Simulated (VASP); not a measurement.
# PtSe2 (R3m) in VASP: a series of runs

PtSe2 is run at these levels: r2SCAN, PBE+D3(BJ); tasks: single point, relaxation of cell and atoms.

All numbers are computed with VASP 6.6.1; they aren't measurements. Logs are shortened: lines on timing, memory, paths and dates and some standing lists are left out, and cuts for length are marked.

**1. The cell of the first run**

Symmetry: R3m, No. 160, trigonal system. The conventional cell has a = 3.641 Å, b = 3.641 Å, c = 16.454 Å, α = 90.00°, β = 90.00°, γ = 120.00°. Pt (site symmetry 3m) has 6 Se at 2.54 to 2.57 Å within 3.4 Å. Se (site symmetry 3m) has 3 Pt at 2.57 Å and 4 Se at 2.90 to 3.33 Å within 3.4 Å. Within 3.4 Å of Se (site symmetry 3m) lie 3 Pt at 2.54 Å and 4 Se at 2.90 to 3.33 Å.

**2. Single point, r2SCAN**

POSCAR reads:

```
PtSe2
1.0
    1.8204971574      1.0510645239      5.4845026741
   -1.8204971574      1.0510645239      5.4845026741
    0.0000000000     -2.1021290477      5.4845026741
Pt Se
1 2
Direct
   -0.0007636743     -0.0007636743     -0.0007636743
    0.4219829336      0.4219829336      0.4219829336
    0.2454474074      0.2454474074      0.2454474074
```

INCAR.step1 reads:

```
PREC = Accurate
ENCUT = 520
ISMEAR = -1
SIGMA = 0.02
LREAL = False
LASPH = True
NELM = 100
NBANDS = 18
GGA = PE
ALGO = Normal
EDIFF = 1E-4
LWAVE = True
LCHARG = False
```

INCAR.step2 reads:

```
PREC = Accurate
ENCUT = 520
EDIFF = 1E-6
ISMEAR = -1
SIGMA = 0.02
LREAL = False
LASPH = True
NELM = 100
ALGO = Normal
ISIF = 2
LWAVE = False
LCHARG = False
METAGGA = R2SCAN
LMIXTAU = True
NBANDS = 18
ISTART = 1
```

KPOINTS reads:

```
Automatic mesh
0
Gamma
  8 8 8
```

Potentials or basis: VASP PAW PBE potentials, release 64 (Pt, Se).

The run is started by

```sh
cat potpaw_PBE.64/Pt/POTCAR potpaw_PBE.64/Se/POTCAR > POTCAR
cp INCAR.step1 INCAR
mpirun -np 1 vasp_std > vasp.out
cp INCAR.step2 INCAR
mpirun -np 1 vasp_std > vasp.out
```

OUTCAR:

```text
PREC = Accurate
   ENCUT = 520
   EDIFF = 1E-6
   ISMEAR = -1
   LREAL = False
   LASPH = True
   NELM = 100
   ISIF = 2
   METAGGA = R2SCAN
   ISTART = 1

 ion  position               nearest neighbor table
   1  0.999  0.999  0.999-   3 2.54   3 2.54   3 2.54   2 2.57   2 2.57   2 2.57
   2  0.422  0.422  0.422-   1 2.57   1 2.57   1 2.57
   3  0.245  0.245  0.245-   1 2.54   1 2.54   1 2.54

  LATTYP: Found a trigonal (rhomboedric) cell.
 ALAT       =     5.8735607697
 COS(alpha) =     0.8078647397

  Lattice vectors:

 A1 = (   1.8204971574,   1.0510645239,   5.4845026741)
 A2 = (  -1.8204971574,   1.0510645239,   5.4845026741)
 A3 = (   0.0000000000,  -2.1021290477,   5.4845026741)

Analysis of symmetry for initial positions (statically):
=====================================================================
 Subroutine PRICEL returns:
 Original cell was already a primitive cell.

 Routine SETGRP: Setting up the symmetry group for a
 trigonal (rhombohedral) supercell.

 Subroutine GETGRP returns: Found  6 space group operations
 (whereof  6 operations were pure point group operations)
 out of a pool of 12 trial point group operations.

The static configuration has the point symmetry C_3v.

Analysis of symmetry for dynamics (positions and initial velocities):
=====================================================================
 Subroutine PRICEL returns:
 Original cell was already a primitive cell.

 Routine SETGRP: Setting up the symmetry group for a
 trigonal (rhombohedral) supercell.

 Subroutine GETGRP returns: Found  6 space group operations
 (whereof  6 operations were pure point group operations)
 out of a pool of 12 trial point group operations.

The dynamic configuration has the point symmetry C_3v.

 Subroutine INISYM returns: Found  6 space group operations
 (whereof  6 operations are pure point group operations),
 and found     1 'primitive' translations

----------------------------------------------------------------------------------------

                                     Primitive cell

  volume of cell :      62.9663

  direct lattice vectors                    reciprocal lattice vectors
     1.820497157  1.051064524  5.484502674     0.274650250  0.158569396  0.060777313
    -1.820497157  1.051064524  5.484502674    -0.274650250  0.158569396  0.060777313
     0.000000000 -2.102129048  5.484502674     0.000000000 -0.317138792  0.060777313

  length of vectors
     5.873560770  5.873560770  5.873560770     0.322910042  0.322910042  0.322910042

  position of ions in fractional coordinates (direct lattice)
     0.999236326  0.999236326  0.999236326
     0.421982934  0.421982934  0.421982934
     0.245447407  0.245447407  0.245447407

  ion indices of the primitive-cell ions
   primitive index   ion index
                 1           1
                 2           2
                 3           3

----------------------------------------------------------------------------------------

 KPOINTS: Automatic mesh

Automatic generation of k-mesh.
 Grid dimensions read from file:
 generate k-points for:    8    8    8

 Generating k-lattice:

  Cartesian coordinates                     Fractional coordinates (reciprocal lattice)
     0.034331281  0.019821174  0.007597164     0.125000000 -0.000000000 -0.000000000
    -0.034331281  0.019821174  0.007597164    -0.000000000  0.125000000 -0.000000000
     0.000000000 -0.039642349  0.007597164     0.000000000  0.000000000  0.125000000

  Length of vectors
     0.040363755  0.040363755  0.040363755

  Shift w.r.t. Gamma in fractional coordinates (k-lattice)
     0.000000000  0.000000000  0.000000000

 Subroutine IBZKPT returns following result:
 ===========================================

 Found     65 irreducible k-points:

 Following reciprocal coordinates:
            Coordinates               Weight
  0.000000  0.000000  0.000000      1.000000
  0.125000  0.000000  0.000000      6.000000
  0.250000  0.000000  0.000000      6.000000
  0.375000  0.000000  0.000000      6.000000
  0.500000  0.000000  0.000000      3.000000
  0.125000  0.125000  0.000000      6.000000
[... 16 lines left out ...]
  0.250000  0.125000  0.125000      6.000000
  0.375000  0.125000  0.125000      6.000000
 [... further k-points ...]
   k-points           NKPTS =     65   k-points in BZ     NKDIM =     65   number of bands    NBANDS=     18
   number of dos      NEDOS =    301   number of ions     NIONS =      3
   total plane-waves  NPLWV = 110592
   dimension x,y,z NGX =    48 NGY =   48 NGZ =   48
   dimension x,y,z NGXF=    96 NGYF=   96 NGZF=   96
   ions per type =               1   2
   NGX,Y,Z   is equivalent  to a cutoff of  13.59, 13.59, 13.59 a.u.
   NGXF,Y,Z  is equivalent  to a cutoff of  27.17, 27.17, 27.17 a.u.
 SYSTEM =  unknown system
   PREC   = accura    normal or accurate (medium, high low for compatibility)
   ISTART =      1    job   : 0-new  1-cont  2-samecut
   ICHARG =      0    charge: 1-file 2-atom 10-const
   ISPIN  =      1    spin polarized calculation?
   LNONCOLLINEAR =      F non collinear calculations
   LSORBIT =      F    spin-orbit coupling
   LASPH  =      T    aspherical Exc in radial PAW
   ENCUT  =  520.0 eV  38.22 Ry    6.18 a.u.  10.92 10.92 10.92*2*pi/ulx,y,z
   NELM   =    100;   NELMIN=  2; NELMDL=  0     # of ELM steps
   EDIFF  = 0.1E-05   stopping-criterion for ELM
   LREAL  =      F    real-space projection
   EDIFFG = 0.1E-04   stopping-criterion for IOM
   NSW    =      0    number of steps for IOM
   IBRION =     -1    ionic relax: 0-MD 1-quasi-New 2-CG
   NFREE  =      0    steps in history (QN), initial steepest desc. (CG)
   ISIF   =      2    stress and relaxation
   ISYM   =      2    0-nonsym 1-usesym 2-fastsym
   POTIM  = 0.5000    time-step for ionic-motion
   TEBEG  =    0.0;   TEEND  =   0.0 temperature during run
   PSTRESS=    0.0 pullay stress
   NELECT =      22.0000    total number of electrons
   NUPDOWN=      -1.0000    fix difference up-down
   EMIN   =  10.00;   EMAX   =-10.00  energy-range for DOS
   EFERMI =   0.00;   METHOD = LEGACY
   ISMEAR =    -1;   SIGMA  =   0.02  broadening in eV -4-tet -1-fermi 0-gaus
   EFERMI_NEDOS =   21; number of points for ismear=-14 and -15
   IALGO  =     38    algorithm
   IMIX   =      4    mixing-type and parameters
     AMIX     =   0.40;   BMIX     =  1.00
     AMIX_MAG =   1.60;   BMIX_MAG =  1.00
  volume/ion in A,a.u.               =      20.99       141.64
  Fermi-wavevector in a.u.,A,eV,Ry     =   1.153045  2.178940 18.089134  1.329514
  Thomas-Fermi vector in A             =   2.289692
   LORBIT       =      0    0 simple, 1 ext, 2 COOP (PROOUT), +10 PAW based schemes
   METAGGA = R2SCAN    functional components
   LHFCALC =     F    Hartree Fock is set to
   AEXX    =    0.0000 exact exchange contribution
   IVDW    =     0    specifies the selected vdW correction
   LEPSILON=     F    determine dielectric tensor
   LRPA    =     F    only Hartree local field effects (RPA)
 non-spin polarized calculation
  energy-cutoff  :      520.00
  volume of cell :       62.97
 maximum number of plane-waves:      1710
 NGX is ok and might be reduce to    48
   NGX = 21   NGY = 21   NGZ = 21

 number of electron      22.0000000 magnetization

 Free energy of the ion-electron system (eV)
  ---------------------------------------------------
  ext. energy  EPLUGINS =         0.00000000
  ---------------------------------------------------
  free energy    TOTEN  =       -80.10424870 eV

  energy without entropy =      -80.10150755  energy(sigma->0) =      -80.10287813

 E-fermi :   5.9466     XC(G=0): -11.1323

 val. band max:        5.9407758237   @ k =  -0.3750   0.3750   0.1250
 cond. band min:       5.9777786644   @ k =   0.1250   0.1250   0.0000
 fundamental gap:      0.0370028407
 Fermi energy:         5.9466367136

 k-point     1 :       0.0000    0.0000    0.0000
  band No.  band energies     occupation
      1     -10.3340      2.00000
      2      -7.7117      2.00000
      3      -1.8157      2.00000
      4       0.5859      2.00000
      5       0.5859      2.00000
      6       1.2927      2.00000
[... 10 lines left out ...]
     17      14.2533      0.00000
     18      16.3005      0.00000

 k-point     2 :       0.1250    0.0000    0.0000
  band No.  band energies     occupation
      1     -10.1763      2.00000
      2      -7.6964      2.00000
      3      -1.6134      2.00000
      4       0.3607      2.00000
      5       0.7383      2.00000
      6       1.1360      2.00000
[... 10 lines left out ...]
     17      14.7050      0.00000
     18      15.2667      0.00000

 k-point     3 :       0.2500    0.0000    0.0000
  band No.  band energies     occupation
      1      -9.7565      2.00000
      2      -7.6579      2.00000
      3      -1.1993      2.00000
      4      -0.1033      2.00000
      5       0.7661      2.00000
      6       1.0814      2.00000
[... 10 lines left out ...]
     17      15.5118      0.00000
     18      15.6905      0.00000

 k-point     4 :       0.3750    0.0000    0.0000
  band No.  band energies     occupation
      1      -9.2584      2.00000
      2      -7.6250      2.00000
      3      -1.2385      2.00000
      4      -0.3274      2.00000
      5       0.4704      2.00000
      6       0.8972      2.00000
[... 375 lines left out ...]
      4       0.5770      2.00000
      5       0.5770      2.00000
      6       1.3020      2.00000
[... 10 lines left out ...]
     17      14.1808      0.00000
     18      16.6327      0.00000

 k-point    23 :       0.2500    0.1250    0.1250
  band No.  band energies     occupation
      1     -10.0847      2.00000
      2      -7.9092      2.00000
      3      -1.2665      2.00000
      4       0.3194      2.00000
      5       0.7379      2.00000
      6       1.1295      2.00000
[... 10 lines left out ...]
     17      14.4308      0.00000
     18      15.5110      0.00000

 k-point    24 :       0.3750    0.1250    0.1250
  band No.  band energies     occupation
      1      -9.6469      2.00000
      2      -7.8739      2.00000
      3      -0.8580      2.00000
      4      -0.2058      2.00000
      5       0.7668      2.00000
      6       1.0995      2.00000
[... 10 lines left out ...]
     17      15.3008      0.00000
     18      15.4957      0.00000

 [... further k-points ...]

------------------------ aborting loop because EDIFF is reached ----------------------------------------

  FORCE on cell =-STRESS in cart. coord.  units (eV):
  Direction    XX          YY          ZZ          XY          YZ          ZX
  --------------------------------------------------------------------------------------
  -------------------------------------------------------------------------------------
  Total        0.5717842      0.5717842      0.4938401      0.0000000      0.0000000      0.0000000
  in kB       14.5490574     14.5490574     12.5657685      0.0000000      0.0000000      0.0000000
  external PRESSURE =      13.8879611 kB  Pullay stress =       0.0000000 kB

 VOLUME and BASIS-vectors are now :
 -----------------------------------------------------------------------------
  energy-cutoff  :      520.00
  volume of cell :       62.97
      direct lattice vectors                 reciprocal lattice vectors
     1.820497157  1.051064524  5.484502674     0.274650250  0.158569396  0.060777313
    -1.820497157  1.051064524  5.484502674    -0.274650250  0.158569396  0.060777313
     0.000000000 -2.102129048  5.484502674     0.000000000 -0.317138792  0.060777313

 POSITION                                       TOTAL-FORCE (eV/Angst)
 -----------------------------------------------------------------------------------
      0.00000      0.00000     16.44094         0.000000      0.000000      0.003828
      0.00000      0.00000      6.94310         0.000000     -0.000000     -0.023742
      0.00000      0.00000      4.03847         0.000000      0.000000      0.019915
 -----------------------------------------------------------------------------------
    total drift:                               -0.000000     -0.000000     -0.000436

  FREE ENERGIE OF THE ION-ELECTRON SYSTEM (eV)
  ---------------------------------------------------
  free  energy   TOTEN  =       -80.1042486966 eV

  energy  without entropy=      -80.1015075538  energy(sigma->0) =      -80.10287813
```

It took 4.7 min on 1 thread of Intel Xeon 6975P-C (Granite Rapids), shared host; peak memory 0.4 GiB.

Results:

| Property | Result |
| --- | --- |
| Free energy | -80.1042 eV |
| Pressure | 1.4 GPa |
| Largest force | 0.024 eV/Å |
| Band gap on the k mesh | zero (bands 11 and 12 overlap by 0.88 eV) |

Forces on the atoms (eV/Å):
```
Pt   0.000  0.000  0.004
Se   0.000  0.000 -0.024
Se   0.000  0.000  0.020
```

Caveat: the PAW data sets were made with another functional, which shifts forces and pressure a little; spin-orbit coupling is left out, which moves the levels of the heavy elements.

**3. Relaxation of cell and atoms, PBE+D3(BJ)**

This run uses another cell than the first one, of 21.71 Å³/atom.

INCAR reads:

```
  ALGO = Normal
  EDIFF = 1E-6
  EDIFFG = -0.005
  ENCUT = 600
  GGA = PE
  IBRION = 2
  ISIF = 3
  ISMEAR = -1
  IVDW = 12
  LASPH = True
  LCHARG = False
  LREAL = False
  LWAVE = False
  NELM = 100
  NSW = 80
  PREC = Accurate
  SIGMA = 0.02
```

KPOINTS reads:

```
k-points
0
Gamma
  8 8 8
```

POSCAR reads:

```
PtSe2
1.0
    1.7228813650      0.9947060199      6.3343667600
   -1.7228813650      0.9947060199      6.3343667600
    0.0000000000     -1.9894120397      6.3343667600
Pt Se
1 2
Direct
    0.0000000000      0.0000000000      0.0000000000
    0.4218548564      0.4218548564      0.4218548564
    0.2448118103      0.2448118103      0.2448118103
```

Potentials or basis: VASP PAW PBE potentials, release 64 (Pt, Se).

The run is started by

```sh
cat potpaw_PBE.64/Pt/POTCAR potpaw_PBE.64/Se/POTCAR > POTCAR
mpirun -np 1 vasp_std > vasp.out
```

Run time: 23 min. Hardware: 1 thread of Intel Xeon 6975P-C (Granite Rapids), shared host; peak memory 0.5 GiB.

The run converged. Its results:

- Free energy: -14.4735 eV
- Relaxed volume: 19.92 Å³/atom
- Relaxed cell: a = 5.630 Å, b = 5.630 Å, c = 5.630 Å, α = 37.67°, β = 37.67°, γ = 37.67°
- Space group after relaxing (to 0.1 Å): R3m (No. 160)
- Energy gained by relaxing: 113.7 meV/atom
- Ionic steps: 21
- Pressure after relaxing: 0.0 GPa
- Largest force after relaxing: 0.005 eV/Å
- Band gap on the k mesh: zero (bands 11 and 12 overlap by 1.01 eV)
- Dispersion energy per atom: -0.485 eV

Forces in eV/Å, atoms in the order of the input:
```
Pt   0.000  0.000  0.001
Se   0.000  0.000 -0.005
Se   0.000  0.000  0.004
```

Step by step:
```
step  energy change (eV)  largest force (eV/Å)  pressure (GPa)  volume (Å³)
   1              0.0000                0.6530           -4.15        65.13
   2             -0.0617                0.8501            7.99        59.91
   3             -0.0975                0.2473            2.87        61.78
   4             -0.2229                0.3019            2.57        62.26
   5             -0.2897                0.5872            2.05        62.57
   6             -0.2733                0.2682           -4.50        65.43
   7             -0.3038                0.2164           -0.77        63.69
   8             -0.3122                0.1669           -0.63        63.11
   9             -0.3285                0.1376            0.09        61.39
  10             -0.3235                0.2861            2.54        58.01
  11             -0.3321                0.1771            0.80        60.23
  12             -0.3373                0.1275           -0.39        60.38
  13             -0.3377                0.1200           -0.82        60.43
  14             -0.3404                0.0774           -0.45        59.92
  15             -0.3404                0.0737           -0.41        59.88
  16             -0.3407                0.0398            0.24        59.65
  17             -0.3408                0.0399            0.05        59.71
  18             -0.3409                0.0269            0.06        59.73
  19             -0.3410                0.0105            0.02        59.79
  20             -0.3410                0.0056            0.00        59.77
  21             -0.3410                0.0047            0.03        59.77
```

Final structure:
```cif
data_structure
_symmetry_space_group_name_H-M 'P 1'
_symmetry_Int_Tables_number 1
_cell_length_a 5.6295
_cell_length_b 5.6295
_cell_length_c 5.6295
_cell_angle_alpha 37.670
_cell_angle_beta 37.670
_cell_angle_gamma 37.670
_cell_volume 59.77
loop_
_atom_site_label
_atom_site_type_symbol
_atom_site_fract_x
_atom_site_fract_y
_atom_site_fract_z
_atom_site_occupancy
Pt1 Pt 0.99874 0.99874 0.99874 1
Se1 Se 0.42871 0.42871 0.42871 1
Se2 Se 0.23922 0.23922 0.23922 1
```

Levels at points of the mesh, in eV from the Fermi level:
```tsv
k point	band 7	band 8	band 9	band 10	band 11	band 12	band 13	band 14	band 15
(0.00, 0.00, 0.00)	-4.37	-2.81	-0.23	-0.23	0.75	0.93	0.93	2.50	6.04
(0.50, 0.00, 0.00)	-3.36	-3.00	-2.37	-1.99	-1.27	0.19	0.94	3.29	5.12
(0.50, 0.50, 0.00)	-3.86	-3.37	-2.62	-2.10	-2.02	0.20	1.98	4.29	6.76
(0.50, 0.50, 0.50)	-4.27	-2.98	-2.16	0.03	0.03	0.72	0.72	3.63	6.28
```

Caveat: a cell axis changed by over 15 % at a fixed basis, so the end point is rough; spin-orbit coupling is left out, which moves the levels of the heavy elements.

The gap in the log of VASP goes by the Fermi energy; the results here count the filled bands.